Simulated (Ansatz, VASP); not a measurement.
# AlSn in VASP and in Ansatz

```xyz
2
Lattice="4.2804 0.0000 0.0000 -2.1402 3.7070 0.0000 0.0000 0.0000 3.3717" Properties=species:S:1:pos:R:3 pbc="T T T"
Sn    0.0000    2.4713    1.6859
Al    0.0000    0.0000    0.0000
```

Alike in both runs: task single point; functional PBE0; k mesh 4 × 4 × 4; occupations fermi-dirac, width 0.05 eV; no spin polarisation.

|  | VASP | Ansatz |
| --- | --- | --- |
| version | VASP 6.6.1 | Ansatz 0.2.0 |
| potentials or method | VASP PAW PBE potentials, release 64 (Sn_d, Al) | Ansatz PAW |
| plane-wave cutoff (eV) | 520 | 420 |
| valence electrons in the cell | 17 | 17 |

```tsv
	VASP	Ansatz	Ansatz less VASP
gap on the k mesh at the Fermi level (eV)	none	none	-
pressure (GPa)	-2.5	-2.4	+0.11
traceless stress, the component that is largest in VASP (GPa)	6.57	6.50	-0.072
```

A gap of «none» marks a metal or a gap that the smearing closes.

The k mesh is coarse, so the values compare programs but aren't converged.
